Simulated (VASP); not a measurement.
# BiTe (Fm-3m) in VASP: a series of runs, part 2 of 4

VASP 6.6.1. Earlier steps stand in the parts before.

**3. Single point, PBEsol**

This run uses another cell than the first one, of 30.34 Å³/atom, 1.062 times its volume.

The input, INCAR:

```
SYSTEM = BiTe
ALGO = Normal ; EDIFF = 1E-6
ENCUT = 520 ; GGA = PS
ISIF = 2 ; ISMEAR = -1
LASPH = .True. ; LCHARG = .False.
LREAL = .False. ; LWAVE = .False.
NBANDS = 18 ; NELM = 60
PREC = Accurate ; SIGMA = 0.05
```

The input, KPOINTS:

```
k-points
0
Gamma
  7 7 7
  0 0 0
```

The input, POSCAR:

```
BiTe
1.0
    0.0000000000      3.1188637458      3.1188637458
    3.1188637458      0.0000000000      3.1188637458
    3.1188637458      3.1188637458      0.0000000000
Bi Te
1 1
Direct
    0.0000000000      0.0000000000      0.0000000000
    0.5000000000      0.5000000000      0.5000000000
```

Potentials or basis: VASP PAW PBE potentials, release 64 (Bi_d, Te).

Command:

```
> cat potpaw_PBE.64/Bi_d/POTCAR potpaw_PBE.64/Te/POTCAR > POTCAR
> mpirun -np 1 vasp_std > vasp.out
```

OUTCAR:

```text
SYSTEM = BiTe
   EDIFF = 1E-6
   ENCUT = 520
   GGA = PS
   ISIF = 2
   ISMEAR = -1
   LASPH = .True.
   LREAL = .False.
   NELM = 60
   PREC = Accurate

 ion  position               nearest neighbor table
   1  0.000  0.000  0.000-   2 3.12   2 3.12   2 3.12   2 3.12   2 3.12   2 3.12
   2  0.500  0.500  0.500-   1 3.12   1 3.12   1 3.12   1 3.12   1 3.12   1 3.12

  LATTYP: Found a face centered cubic cell.
 ALAT       =     6.2377274916

  Lattice vectors:

 A1 = (   0.0000000000,   3.1188637458,   3.1188637458)
 A2 = (   3.1188637458,   0.0000000000,   3.1188637458)
 A3 = (   3.1188637458,   3.1188637458,   0.0000000000)

Analysis of symmetry for initial positions (statically):
=====================================================================
 Subroutine PRICEL returns:
 Original cell was already a primitive cell.

 Routine SETGRP: Setting up the symmetry group for a
 face centered cubic supercell.

 Subroutine GETGRP returns: Found 48 space group operations
 (whereof 48 operations were pure point group operations)
 out of a pool of 48 trial point group operations.

The static configuration has the point symmetry O_h .

Analysis of symmetry for dynamics (positions and initial velocities):
=====================================================================
 Subroutine PRICEL returns:
 Original cell was already a primitive cell.

 Routine SETGRP: Setting up the symmetry group for a
 face centered cubic supercell.

 Subroutine GETGRP returns: Found 48 space group operations
 (whereof 48 operations were pure point group operations)
 out of a pool of 48 trial point group operations.

The dynamic configuration has the point symmetry O_h .

 Subroutine INISYM returns: Found 48 space group operations
 (whereof 48 operations are pure point group operations),
 and found     1 'primitive' translations

----------------------------------------------------------------------------------------

                                     Primitive cell

  volume of cell :      60.6763

  direct lattice vectors                    reciprocal lattice vectors
     0.000000000  3.118863746  3.118863746    -0.160314794  0.160314794  0.160314794
     3.118863746  0.000000000  3.118863746     0.160314794 -0.160314794  0.160314794
     3.118863746  3.118863746  0.000000000     0.160314794  0.160314794 -0.160314794

  length of vectors
     4.410739409  4.410739409  4.410739409     0.277673369  0.277673369  0.277673369

  position of ions in fractional coordinates (direct lattice)
     0.000000000  0.000000000  0.000000000
     0.500000000  0.500000000  0.500000000

  ion indices of the primitive-cell ions
   primitive index   ion index
                 1           1
                 2           2

----------------------------------------------------------------------------------------

 KPOINTS: k-points

Automatic generation of k-mesh.
 Grid dimensions read from file:
 generate k-points for:    7    7    7

 Generating k-lattice:

  Cartesian coordinates                     Fractional coordinates (reciprocal lattice)
    -0.022902113  0.022902113  0.022902113     0.142857143  0.000000000  0.000000000
     0.022902113 -0.022902113  0.022902113     0.000000000  0.142857143  0.000000000
     0.022902113  0.022902113 -0.022902113     0.000000000  0.000000000  0.142857143

  Length of vectors
     0.039667624  0.039667624  0.039667624

  Shift w.r.t. Gamma in fractional coordinates (k-lattice)
     0.000000000  0.000000000  0.000000000

 Subroutine IBZKPT returns following result:
 ===========================================

 Found     20 irreducible k-points:

 Following reciprocal coordinates:
            Coordinates               Weight
  0.000000  0.000000  0.000000      1.000000
  0.142857  0.000000  0.000000      8.000000
  0.285714  0.000000  0.000000      8.000000
  0.428571  0.000000  0.000000      8.000000
  0.142857  0.142857  0.000000      6.000000
  0.285714  0.142857  0.000000     24.000000
[... 12 lines left out ...]
 -0.428571  0.428571  0.142857     24.000000
 -0.285714  0.428571  0.142857     24.000000
   k-points           NKPTS =     20   k-points in BZ     NKDIM =     20   number of bands    NBANDS=     18
   number of dos      NEDOS =    301   number of ions     NIONS =      2
   total plane-waves  NPLWV =  46656
   dimension x,y,z NGX =    36 NGY =   36 NGZ =   36
   dimension x,y,z NGXF=    72 NGYF=   72 NGZF=   72
   ions per type =               1   1
   NGX,Y,Z   is equivalent  to a cutoff of  13.57, 13.57, 13.57 a.u.
   NGXF,Y,Z  is equivalent  to a cutoff of  27.14, 27.14, 27.14 a.u.
 SYSTEM =  BiTe
   PREC   = accura    normal or accurate (medium, high low for compatibility)
   ISTART =      0    job   : 0-new  1-cont  2-samecut
   ICHARG =      2    charge: 1-file 2-atom 10-const
   ISPIN  =      1    spin polarized calculation?
   LNONCOLLINEAR =      F non collinear calculations
   LSORBIT =      F    spin-orbit coupling
   LASPH  =      T    aspherical Exc in radial PAW
   ENCUT  =  520.0 eV  38.22 Ry    6.18 a.u.   8.20  8.20  8.20*2*pi/ulx,y,z
   NELM   =     60;   NELMIN=  2; NELMDL= -5     # of ELM steps
   EDIFF  = 0.1E-05   stopping-criterion for ELM
   LREAL  =      F    real-space projection
   EDIFFG = 0.1E-04   stopping-criterion for IOM
   NSW    =      0    number of steps for IOM
   IBRION =     -1    ionic relax: 0-MD 1-quasi-New 2-CG
   NFREE  =      0    steps in history (QN), initial steepest desc. (CG)
   ISIF   =      2    stress and relaxation
   ISYM   =      2    0-nonsym 1-usesym 2-fastsym
   POTIM  = 0.5000    time-step for ionic-motion
   TEBEG  =    0.0;   TEEND  =   0.0 temperature during run
   PSTRESS=    0.0 pullay stress
   NELECT =      21.0000    total number of electrons
   NUPDOWN=      -1.0000    fix difference up-down
   EMIN   =  10.00;   EMAX   =-10.00  energy-range for DOS
   EFERMI =   0.00;   METHOD = LEGACY
   ISMEAR =    -1;   SIGMA  =   0.05  broadening in eV -4-tet -1-fermi 0-gaus
   EFERMI_NEDOS =   21; number of points for ismear=-14 and -15
   IALGO  =     38    algorithm
   IMIX   =      4    mixing-type and parameters
     AMIX     =   0.40;   BMIX     =  1.00
     AMIX_MAG =   1.60;   BMIX_MAG =  1.00
  volume/ion in A,a.u.               =      30.34       204.73
  Fermi-wavevector in a.u.,A,eV,Ry     =   1.149410  2.172069 17.975237  1.321143
  Thomas-Fermi vector in A             =   2.286079
   LORBIT       =      0    0 simple, 1 ext, 2 COOP (PROOUT), +10 PAW based schemes
   GGA     = PS    functional components
   LHFCALC =     F    Hartree Fock is set to
   AEXX    =    0.0000 exact exchange contribution
   IVDW    =     0    specifies the selected vdW correction
   LEPSILON=     F    determine dielectric tensor
   LRPA    =     F    only Hartree local field effects (RPA)
 non-spin polarized calculation
  energy-cutoff  :      520.00
  volume of cell :       60.68
 maximum number of plane-waves:      1647
 NGX is ok and might be reduce to    36
   NGX = 17   NGY = 17   NGZ = 17

 number of electron      20.9999998 magnetization

 Free energy of the ion-electron system (eV)
  ---------------------------------------------------
  ext. energy  EPLUGINS =         0.00000000
  ---------------------------------------------------
  free energy    TOTEN  =        -7.89702679 eV

  energy without entropy =       -7.87633941  energy(sigma->0) =       -7.88668310

 E-fermi :   7.9534     XC(G=0): -10.0849

 val. band max:        7.9078621475   @ k =   0.1429   0.1429   0.0000
 cond. band min:       7.9720322911   @ k =  -0.1429   0.1429   0.0000
 fundamental gap:      0.0641701437
 Fermi energy:         7.9533772715

 k-point     1 :       0.0000    0.0000    0.0000
  band No.  band energies     occupation
      1     -15.2368      2.00000
      2     -15.2368      2.00000
      3     -15.2250      2.00000
      4     -15.2250      2.00000
      5     -15.2250      2.00000
      6      -6.4621      2.00000
[... 10 lines left out ...]
     17      14.0158      0.00000
     18      14.4354      0.00000
[... 379 lines left out ...]
 k-point    20 :      -0.2857    0.4286    0.1429
  band No.  band energies     occupation
      1     -15.2545      2.00000
      2     -15.2371      2.00000
      3     -15.2216      2.00000
      4     -15.2169      2.00000
      5     -15.2085      2.00000
      6      -3.7460      2.00000
[... 10 lines left out ...]
     17      17.6873      0.00000
     18      18.7128      0.00000

------------------------ aborting loop because EDIFF is reached ----------------------------------------

  FORCE on cell =-STRESS in cart. coord.  units (eV):
  Direction    XX          YY          ZZ          XY          YZ          ZX
  --------------------------------------------------------------------------------------
  -------------------------------------------------------------------------------------
  Total        1.8736928      1.8736928      1.8736928      0.0000000      0.0000000      0.0000000
  in kB       49.4754518     49.4754518     49.4754518      0.0000000      0.0000000      0.0000000
  external PRESSURE =      49.4754518 kB  Pullay stress =       0.0000000 kB

 VOLUME and BASIS-vectors are now :
 -----------------------------------------------------------------------------
  energy-cutoff  :      520.00
  volume of cell :       60.68
      direct lattice vectors                 reciprocal lattice vectors
     0.000000000  3.118863746  3.118863746    -0.160314794  0.160314794  0.160314794
     3.118863746  0.000000000  3.118863746     0.160314794 -0.160314794  0.160314794
     3.118863746  3.118863746  0.000000000     0.160314794  0.160314794 -0.160314794

 POSITION                                       TOTAL-FORCE (eV/Angst)
 -----------------------------------------------------------------------------------
      0.00000      0.00000      0.00000         0.000000      0.000000     -0.000000
      3.11886      3.11886      3.11886         0.000000     -0.000000      0.000000
 -----------------------------------------------------------------------------------
    total drift:                               -0.000000      0.000000      0.000000

  FREE ENERGIE OF THE ION-ELECTRON SYSTEM (eV)
  ---------------------------------------------------
  free  energy   TOTEN  =        -7.8970267892 eV

  energy  without entropy=       -7.8763394088  energy(sigma->0) =       -7.88668310
```

Wall time 44 s (1 thread of AMD EPYC 7R43 (Zen 3), shared host); peak memory 0.17 GiB.

What came out:

- Free energy: -7.8970 eV
- Pressure: 4.9 GPa

Levels at points of the mesh, in eV from the Fermi level:
| k point | band 8 | band 9 | band 10 | band 11 | band 12 | band 13 |
| --- | --- | --- | --- | --- | --- | --- |
| (0.00, 0.00, 0.00) | -2.90 | -2.90 | -2.90 | 2.32 | 2.32 | 2.32 |

Caveat: the PAW data sets were made with another functional, which shifts forces and pressure a little; spin-orbit coupling is left out, which moves the levels of the heavy elements.

(Part 2 of 4 ends here.)
